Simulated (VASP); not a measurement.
# HgTe (CsCl type) (Pm-3m) in VASP: a series of runs

HgTe (CsCl type) is run at these levels: PBE; tasks: relaxation of cell and atoms.

Program: VASP 6.6.1. These are calculated values, not measurements. Logs are shortened: lines on timing, memory, paths and dates and some standing lists are left out, and cuts for length are marked.

### Step 1. The cell of the first run

It takes space group Pm-3m (No. 221, cubic). Conventional cell: a = 3.616 Å, b = 3.616 Å, c = 3.616 Å, α = 90.00°, β = 90.00°, γ = 90.00°. Within 4.1 Å of Hg (site symmetry m-3m) lie 8 Te at 3.13 Å and 6 Hg at 3.62 Å. Within 4.1 Å of Te (site symmetry m-3m) lie 8 Hg at 3.13 Å and 6 Te at 3.62 Å.

### Step 2. Relaxation of cell and atoms, PBE, target pressure 10 GPa, at which the enthalpy is minimised

Contents of INCAR:

```
SYSTEM = HgTe
ALGO = Normal
EDIFF = 1E-6
EDIFFG = -0.005
ENCUT = 600
GGA = PE
IBRION = 2
ISIF = 3
ISMEAR = -1
LASPH = .True.
LCHARG = .False.
LREAL = .False.
LWAVE = .False.
NELM = 100
NSW = 60
PREC = Accurate
PSTRESS = 100.0
SIGMA = 0.05
```

Contents of KPOINTS:

```
k-points
0
Gamma
  12 12 12
  0 0 0
```

Contents of POSCAR:

```
HgTe
1.0
    3.6163643894      0.0000000000      0.0000000000
    0.0000000000      3.6163643894      0.0000000000
    0.0000000000      0.0000000000      3.6163643894
Hg Te
1 1
Direct
    0.0000000000      0.0000000000      0.0000000000
    0.5000000000      0.5000000000      0.5000000000
```

Potentials or basis: VASP PAW PBE potentials, release 64 (Hg, Te).

On the command line:

```
> cat potpaw_PBE.64/Hg/POTCAR potpaw_PBE.64/Te/POTCAR > POTCAR
> mpirun -np 1 vasp_std > vasp.out
```

OUTCAR:

```text
SYSTEM = HgTe
   EDIFF = 1E-6
   EDIFFG = -0.005
   ENCUT = 600
   GGA = PE
   IBRION = 2
   ISIF = 3
   ISMEAR = -1
   LASPH = .True.
   LREAL = .False.
   NELM = 100
   NSW = 60
   PREC = Accurate
   PSTRESS = 100.0

 ion  position               nearest neighbor table
   1  0.000  0.000  0.000-   2 3.13   2 3.13   2 3.13   2 3.13   2 3.13   2 3.13   2 3.13   2 3.13

   2  0.500  0.500  0.500-   1 3.13   1 3.13   1 3.13   1 3.13   1 3.13   1 3.13   1 3.13   1 3.13

  LATTYP: Found a simple cubic cell.
 ALAT       =     3.6163643894

  Lattice vectors:

 A1 = (   3.6163643894,   0.0000000000,   0.0000000000)
 A2 = (   0.0000000000,   3.6163643894,   0.0000000000)
 A3 = (   0.0000000000,   0.0000000000,   3.6163643894)

Analysis of symmetry for initial positions (statically):
=====================================================================
 Subroutine PRICEL returns:
 Original cell was already a primitive cell.

 Routine SETGRP: Setting up the symmetry group for a
 simple cubic supercell.

 Subroutine GETGRP returns: Found 48 space group operations
 (whereof 48 operations were pure point group operations)
 out of a pool of 48 trial point group operations.

The static configuration has the point symmetry O_h .

Analysis of symmetry for dynamics (positions and initial velocities):
=====================================================================
 Subroutine PRICEL returns:
 Original cell was already a primitive cell.

 Routine SETGRP: Setting up the symmetry group for a
 simple cubic supercell.

 Subroutine GETGRP returns: Found 48 space group operations
 (whereof 48 operations were pure point group operations)
 out of a pool of 48 trial point group operations.

The dynamic configuration has the point symmetry O_h .

 Subroutine INISYM returns: Found 48 space group operations
 (whereof 48 operations are pure point group operations),
 and found     1 'primitive' translations

----------------------------------------------------------------------------------------

                                     Primitive cell

  volume of cell :      47.2951

  direct lattice vectors                    reciprocal lattice vectors
     3.616364389  0.000000000  0.000000000     0.276520807  0.000000000  0.000000000
     0.000000000  3.616364389  0.000000000     0.000000000  0.276520807  0.000000000
     0.000000000  0.000000000  3.616364389     0.000000000  0.000000000  0.276520807

[... 95 lines left out ...]
   NUPDOWN=      -1.0000    fix difference up-down
   EMIN   =  10.00;   EMAX   =-10.00  energy-range for DOS
   EFERMI =   0.00;   METHOD = LEGACY
   ISMEAR =    -1;   SIGMA  =   0.05  broadening in eV -4-tet -1-fermi 0-gaus
   EFERMI_NEDOS =   21; number of points for ismear=-14 and -15
   IALGO  =     38    algorithm
   IMIX   =      4    mixing-type and parameters
     AMIX     =   0.40;   BMIX     =  1.00
     AMIX_MAG =   1.60;   BMIX_MAG =  1.00
  volume/ion in A,a.u.               =      23.65       159.58
  Fermi-wavevector in a.u.,A,eV,Ry     =   1.186388  2.241949 19.150431  1.407517
  Thomas-Fermi vector in A             =   2.322562
   LORBIT       =      0    0 simple, 1 ext, 2 COOP (PROOUT), +10 PAW based schemes
   GGA     = PE    functional components
   LHFCALC =     F    Hartree Fock is set to
   AEXX    =    0.0000 exact exchange contribution
   IVDW    =     0    specifies the selected vdW correction
   LEPSILON=     F    determine dielectric tensor
   LRPA    =     F    only Hartree local field effects (RPA)
 conjugate gradient relaxation of ions
 non-spin polarized calculation
  energy-cutoff  :      600.00
  volume of cell :       47.30
 maximum number of plane-waves:      1596
 NGX is ok and might be reduce to    30
   NGX = 15   NGY = 15   NGZ = 15

--------------------------------------- Ionic step        1  -------------------------------------------

 number of electron      18.0000004 magnetization

 Free energy of the ion-electron system (eV)
  ---------------------------------------------------
  ext. energy  EPLUGINS =         0.00000000
  ---------------------------------------------------
  free energy    TOTEN  =        -2.60290903 eV

  energy without entropy =       -2.59240373  energy(sigma->0) =       -2.59765638

------------------------ aborting loop because EDIFF is reached ----------------------------------------

  FORCE on cell =-STRESS in cart. coord.  units (eV):
  Direction    XX          YY          ZZ          XY          YZ          ZX
  --------------------------------------------------------------------------------------
  -------------------------------------------------------------------------------------
  Total        3.1440993      3.1440993      3.1440993      0.0000000      0.0000000      0.0000000
  in kB      106.5099765    106.5099765    106.5099765      0.0000000      0.0000000      0.0000000
  external PRESSURE =       6.5099765 kB  Pullay stress =     100.0000000 kB
[... 177 lines left out ...]
--------------------------------------- Ionic step        6  -------------------------------------------

 number of electron      18.0000004 magnetization

 Free energy of the ion-electron system (eV)
  ---------------------------------------------------
  ext. energy  EPLUGINS =         0.00000000
  ---------------------------------------------------
  free energy    TOTEN  =        -2.62320386 eV

  energy without entropy =       -2.61262667  energy(sigma->0) =       -2.61791527

 E-fermi :   6.4414     XC(G=0): -10.8783

 val. band max:        6.4327938568   @ k =   0.3333   0.3333   0.0833
 cond. band min:       6.4624196631   @ k =   0.3333   0.2500   0.0833
 fundamental gap:      0.0296258063
 Fermi energy:         6.4414256846

 k-point     1 :       0.0000    0.0000    0.0000
  band No.  band energies     occupation
      1      -6.8150      2.00000
      2      -0.7375      2.00000
      3      -0.7375      2.00000
      4      -0.0718      2.00000
      5      -0.0718      2.00000
      6      -0.0718      2.00000
      7       4.6229      2.00000
      8       5.2857      2.00000
      9       5.2857      2.00000
     10       5.2857      2.00000
     11      12.0113      0.00000
     12      12.0113      0.00000
     13      17.1897      0.00000
[... 354 lines left out ...]
  band No.  band energies     occupation
      1      -5.0562      2.00000
      2      -0.7815      2.00000
      3      -0.3385      2.00000
      4      -0.2440      2.00000
      5      -0.2209      2.00000
      6      -0.0923      2.00000
      7       1.2026      2.00000
      8       2.5858      2.00000
      9       5.3977      2.00000
     10       7.2192      0.00000
     11      11.9887      0.00000
     12      13.7266      0.00000
     13      13.8467      0.00000

 [... further k-points ...]
[... 5 lines left out ...]
  --------------------------------------------------------------------------------------
  -------------------------------------------------------------------------------------
  Total        2.9797825      2.9797825      2.9797825     -0.0000000     -0.0000000      0.0000000
  in kB      100.2764070    100.2764070    100.2764070     -0.0000000     -0.0000000      0.0000000
  external PRESSURE =       0.2764070 kB  Pullay stress =     100.0000000 kB
[... 21 lines left out ...]
  energy  without entropy=       -2.6126266703  energy(sigma->0) =       -2.61791527

  enthalpy is  TOTEN    =         0.3483649901 eV   P V=        2.9715688544

 reached required accuracy - stopping structural energy minimisation
```

OSZICAR:

```text
N       E                     dE             d eps       ncg     rms          rms(c)
DAV:   1     0.117379953480E+03    0.11738E+03   -0.94788E+03  2224   0.142E+03
DAV:   2     0.140611650108E+01   -0.11597E+03   -0.11006E+03  2429   0.292E+02
DAV:   3    -0.268858172851E+01   -0.40947E+01   -0.40386E+01  2619   0.563E+01
[... 37 lines left out ...]
DAV:   3    -0.262258774936E+01    0.99167E-06   -0.19887E-06  1202   0.156E-02
   5 F= 0.34836660E+00 E0= 0.35365383E+00  d E =-.653795E-03
       N       E                     dE             d eps       ncg     rms          rms(c)
DAV:   1    -0.262321046605E+01   -0.62173E-03   -0.13464E-04  2319   0.152E-01    0.186E-02
DAV:   2    -0.262320454942E+01    0.59166E-05   -0.15879E-05  2214   0.634E-02    0.756E-03
DAV:   3    -0.262320386426E+01    0.68516E-06   -0.13636E-06  1127   0.129E-02
   6 F= 0.34836499E+00 E0= 0.35365359E+00  d E =-.655402E-03
```

CONTCAR:

```text
HgTe
   1.00000000000000
     3.6243666598402613   -0.0000000000000000    0.0000000000000000
     0.0000000000000000    3.6243666598402613   -0.0000000000000000
     0.0000000000000000    0.0000000000000000    3.6243666598402613
  Hg              Te
     1     1
Direct
     0.0000000000000000    0.0000000000000000    0.0000000000000000
     0.5000000000000000    0.5000000000000000    0.5000000000000000

  0.00000000E+00  0.00000000E+00  0.00000000E+00
  0.00000000E+00  0.00000000E+00  0.00000000E+00
```

It took 4.2 min on 1 thread of Intel Xeon 8259CL, shared host; peak memory 0.23 GiB.

What came out:

| Item | Value |
| --- | --- |
| Free energy | -2.6232 eV |
| Relaxed volume | 23.80 Å³/atom |
| Relaxed cell | a = 3.624 Å, b = 3.624 Å, c = 3.624 Å, α = 90.00°, β = 90.00°, γ = 90.00° |
| Space group after relaxing (to 0.1 Å) | Pm-3m (No. 221) |
| Energy change on relaxing (the run minimises the enthalpy) | -10.1 meV/atom |
| Ionic steps | 6 |
| Pressure after relaxing | 10.0 GPa |
| Band gap on the k mesh | zero (bands 9 and 10 overlap by 2.40 eV) |

Step by step:
```csv
step,energy change (eV),largest force (eV/Å),pressure (GPa),volume (Å³)
1,0.0000,0.0000,10.65,47.30
2,-0.0412,0.0000,9.34,47.96
3,-0.0209,0.0000,9.93,47.62
4,-0.0189,0.0000,10.04,47.59
5,-0.0197,0.0000,10.05,47.60
6,-0.0203,0.0000,10.03,47.61
```

Final structure:
```
CELL_PARAMETERS angstrom
3.62437 0.00000 0.00000
0.00000 3.62437 0.00000
0.00000 0.00000 3.62437
ATOMIC_POSITIONS crystal
Hg 0.00000 0.00000 0.00000
Te 0.50000 0.50000 0.50000
```

Levels at points of the mesh, in eV from the Fermi level:
```tsv
k point	band 5	band 6	band 7	band 8	band 9	band 10	band 11	band 12	band 13
(0.00, 0.00, 0.00)	-6.51	-6.51	-1.82	-1.16	-1.16	-1.16	5.57	5.57	10.75
(0.50, 0.00, 0.00)	-6.95	-6.49	-5.74	0.91	0.91	3.08	3.31	5.65	5.66
(0.50, 0.50, 0.00)	-6.20	-5.98	-4.93	-4.93	-3.13	0.78	7.04	7.04	7.96
(0.50, 0.50, 0.50)	-6.18	-6.18	-1.60	-1.60	-1.60	-1.06	0.71	0.71	0.71
```

Caveat: the cell is relaxed towards a set pressure, so the run minimises the enthalpy, not the energy; spin-orbit coupling is left out, which moves the levels of the heavy elements.

### Step 3. Relaxation of cell and atoms, PBE, target pressure 10 GPa, at which the enthalpy is minimised

This run uses another cell than the first one, of 23.75 Å³/atom.

Contents of INCAR:

```
  PREC = Accurate
  ENCUT = 600
  EDIFF = 1E-7
  ISMEAR = -1
  SIGMA = 0.05
  LREAL = F
  LASPH = T
  NELM = 100
  ALGO = Normal
  ISIF = 3
  LWAVE = F
  LCHARG = F
  GGA = PE
  IBRION = 2
  NSW = 32
  EDIFFG = -0.005
  PSTRESS = 100.0
```

Contents of KPOINTS:

```
Automatic mesh
0
Gamma
  12 12 12
```

Contents of POSCAR:

```
HgTe
1.0
    3.6217329217      0.0000000000      0.0000000000
    0.0000000000      3.6217329217      0.0000000000
    0.0000000000      0.0000000000      3.6217329217
Hg Te
1 1
Direct
    0.0000000000      0.0000000000      0.0000000000
    0.5000000000      0.5000000000      0.5000000000
```

Potentials or basis: VASP PAW PBE potentials, release 64 (Hg, Te).

On the command line:

```
> cat potpaw_PBE.64/Hg/POTCAR potpaw_PBE.64/Te/POTCAR > POTCAR
> mpirun -np 1 vasp_std > vasp.out
```

OUTCAR:

```text
PREC = Accurate
   ENCUT = 600
   EDIFF = 1E-7
   ISMEAR = -1
   LREAL = F
   LASPH = T
   NELM = 100
   ISIF = 3
   GGA = PE
   IBRION = 2
   NSW = 32
   EDIFFG = -0.005
   PSTRESS = 100.0

 ion  position               nearest neighbor table
   1  0.000  0.000  0.000-   2 3.14   2 3.14   2 3.14   2 3.14   2 3.14   2 3.14   2 3.14   2 3.14

   2  0.500  0.500  0.500-   1 3.14   1 3.14   1 3.14   1 3.14   1 3.14   1 3.14   1 3.14   1 3.14

  LATTYP: Found a simple cubic cell.
 ALAT       =     3.6217329217

  Lattice vectors:

 A1 = (   3.6217329217,   0.0000000000,   0.0000000000)
 A2 = (   0.0000000000,   3.6217329217,   0.0000000000)
 A3 = (   0.0000000000,   0.0000000000,   3.6217329217)

Analysis of symmetry for initial positions (statically):
=====================================================================
 Subroutine PRICEL returns:
 Original cell was already a primitive cell.

 Routine SETGRP: Setting up the symmetry group for a
 simple cubic supercell.

 Subroutine GETGRP returns: Found 48 space group operations
 (whereof 48 operations were pure point group operations)
 out of a pool of 48 trial point group operations.

The static configuration has the point symmetry O_h .

[... 169 lines left out ...]
  Total        3.0332301      3.0332301      3.0332301      0.0000000     -0.0000000      0.0000000
  in kB      102.2978910    102.2978910    102.2978910      0.0000000     -0.0000000      0.0000000
  external PRESSURE =       2.2978910 kB  Pullay stress =     100.0000000 kB
[... 63 lines left out ...]
--------------------------------------- Ionic step        3  -------------------------------------------

 number of electron      18.0000004 magnetization

 Free energy of the ion-electron system (eV)
  ---------------------------------------------------
  ext. energy  EPLUGINS =         0.00000000
  ---------------------------------------------------
  free energy    TOTEN  =        -2.62376031 eV

  energy without entropy =       -2.61317866  energy(sigma->0) =       -2.61846948

 E-fermi :   6.4391     XC(G=0): -10.8773

 val. band max:        6.4305163319   @ k =   0.3333   0.3333   0.0833
 cond. band min:       6.4601958837   @ k =   0.3333   0.2500   0.0833
 fundamental gap:      0.0296795518
 Fermi energy:         6.4391486456

 k-point     1 :       0.0000    0.0000    0.0000
  band No.  band energies     occupation
      1      -6.8157      2.00000
      2      -0.7385      2.00000
      3      -0.7385      2.00000
      4      -0.0731      2.00000
      5      -0.0731      2.00000
      6      -0.0731      2.00000
      7       4.6200      2.00000
      8       5.2838      2.00000
      9       5.2838      2.00000
     10       5.2838      2.00000
     11      12.0092      0.00000
     12      12.0092      0.00000
     13      17.1858      0.00000
[... 354 lines left out ...]
  band No.  band energies     occupation
      1      -5.0574      2.00000
      2      -0.7825      2.00000
      3      -0.3397      2.00000
      4      -0.2452      2.00000
      5      -0.2221      2.00000
      6      -0.0936      2.00000
      7       1.2011      2.00000
      8       2.5843      2.00000
      9       5.3956      2.00000
     10       7.2168      0.00000
     11      11.9861      0.00000
     12      13.7237      0.00000
     13      13.8440      0.00000

 [... further k-points ...]
[... 5 lines left out ...]
  --------------------------------------------------------------------------------------
  -------------------------------------------------------------------------------------
  Total        2.9717997      2.9717997      2.9717997     -0.0000000     -0.0000000      0.0000000
  in kB       99.9898853     99.9898853     99.9898853     -0.0000000     -0.0000000      0.0000000
  external PRESSURE =      -0.0101147 kB  Pullay stress =     100.0000000 kB
[... 21 lines left out ...]
  energy  without entropy=       -2.6131786557  energy(sigma->0) =       -2.61846948

  enthalpy is  TOTEN    =         0.3483399798 eV   P V=        2.9721002860

 reached required accuracy - stopping structural energy minimisation
```

OSZICAR:

```text
N       E                     dE             d eps       ncg     rms          rms(c)
DAV:   1     0.119005446210E+03    0.11901E+03   -0.94251E+03  2208   0.141E+03
DAV:   2     0.131596502326E+01   -0.11769E+03   -0.11164E+03  2424   0.293E+02
DAV:   3    -0.270470012408E+01   -0.40207E+01   -0.39761E+01  2579   0.559E+01
DAV:   4    -0.273011619135E+01   -0.25416E-01   -0.25410E-01  2412   0.443E+00
[... 24 lines left out ...]
DAV:   3    -0.262377240950E+01    0.85194E-04   -0.20800E-04  2334   0.155E-01    0.738E-02
DAV:   4    -0.262376056702E+01    0.11842E-04   -0.31088E-05  2269   0.422E-02    0.209E-02
DAV:   5    -0.262376017917E+01    0.38785E-06   -0.23994E-06  2314   0.183E-02    0.186E-02
DAV:   6    -0.262376028480E+01   -0.10563E-06   -0.73275E-07  2224   0.767E-03    0.586E-03
DAV:   7    -0.262376030619E+01   -0.21392E-07   -0.24967E-07  1675   0.680E-03
   3 F= 0.34833998E+00 E0= 0.35363081E+00  d E =-.792271E-04
```

CONTCAR:

```text
HgTe
   1.00000000000000
     3.6245827059950213   -0.0000000000000000    0.0000000000000000
     0.0000000000000000    3.6245827059950213    0.0000000000000000
    -0.0000000000000000   -0.0000000000000000    3.6245827059950213
  Hg              Te
     1     1
Direct
     0.0000000000000000    0.0000000000000000    0.0000000000000000
     0.5000000000000000    0.5000000000000000    0.5000000000000000

  0.00000000E+00  0.00000000E+00  0.00000000E+00
  0.00000000E+00  0.00000000E+00  0.00000000E+00
```

Run time: 3.1 min. Hardware: 1 thread of Intel Xeon 8259CL, shared host; peak memory 0.23 GiB.

What came out:

```
Free energy                                                : -2.6238 eV
Relaxed volume                                             : 23.81 Å³/atom
Relaxed cell                                               : a = 3.625 Å, b = 3.625 Å, c = 3.625 Å, α = 90.00°, β = 90.00°, γ = 90.00°
Space group after relaxing (to 0.1 Å)                      : Pm-3m (No. 221)
Energy change on relaxing (the run minimises the enthalpy) : -3.5 meV/atom
Ionic steps                                                : 3
Pressure after relaxing                                    : 10.0 GPa
Band gap on the k mesh                                     : zero (bands 9 and 10 overlap by 2.40 eV)
```

The path:
| step | energy change (eV) | largest force (eV/Å) | pressure (GPa) | volume (Å³) |
| --- | --- | --- | --- | --- |
| 1 | 0.0000 | 0.0000 | 10.23 | 47.51 |
| 2 | -0.0146 | 0.0000 | 9.76 | 47.74 |
| 3 | -0.0071 | 0.0000 | 10.00 | 47.62 |

Final structure:
```cif
data_structure
_symmetry_space_group_name_H-M 'P 1'
_symmetry_Int_Tables_number 1
_cell_length_a 3.6246
_cell_length_b 3.6246
_cell_length_c 3.6246
_cell_angle_alpha 90.000
_cell_angle_beta 90.000
_cell_angle_gamma 90.000
_cell_volume 47.62
loop_
_atom_site_label
_atom_site_type_symbol
_atom_site_fract_x
_atom_site_fract_y
_atom_site_fract_z
_atom_site_occupancy
Hg1 Hg 0.00000 0.00000 0.00000 1
Te1 Te 0.50000 0.50000 0.50000 1
```

Caveat: the cell is relaxed towards a set pressure, so the run minimises the enthalpy, not the energy; spin-orbit coupling is left out, which moves the levels of the heavy elements.

The gap in the log of VASP goes by the Fermi energy; the results here count the filled bands.